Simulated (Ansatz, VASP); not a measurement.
# One calculation of Cd, two programs

```
Cd
1.0
     0.00000    2.10724    2.32906
     2.10724    0.00000    2.32906
     2.10724    2.10724    0.00000
Cd
1
Direct
  0.00000 0.00000 0.00000
```

Change from the starting cell: strain -0.050 along x and y, +0.050 along z, atoms carried along.

Alike in both runs: task single point; functional r2SCAN; k mesh 18 × 18 × 18; occupations gaussian, width 0.15 eV; no spin polarisation.

```csv
,VASP,Ansatz
version,VASP 6.6.1,Ansatz 0.2.0
potentials or method,"VASP PAW PBE potentials, release 64 (Cd), cutoff 520 eV","scalar-relativistic, plane waves, PAW"
valence electrons in the cell,12,20
```

VASP gave:

| Property | Result |
| --- | --- |
| gap on the k mesh at the Fermi level (eV) | none |
| pressure (GPa) | 3.8 |
| traceless stress, the component that is largest in VASP (GPa) | -3.51 |

Task: What did Ansatz give for the same quantities?

Result: gap on the k mesh at the Fermi level (eV): none; pressure (GPa): 3.3; traceless stress, the component that is largest in VASP (GPa): -3.45.

VASP's potentials were made for PBE, not for r2SCAN. A gap of «none» marks a metal or a gap that the smearing closes. The functional is the same, so the differences come from potentials, cutoffs and numerics. VASP's potentials hold 12 valence electrons a cell and Ansatz's 20, so a difference there can come from the potentials and not from the codes.
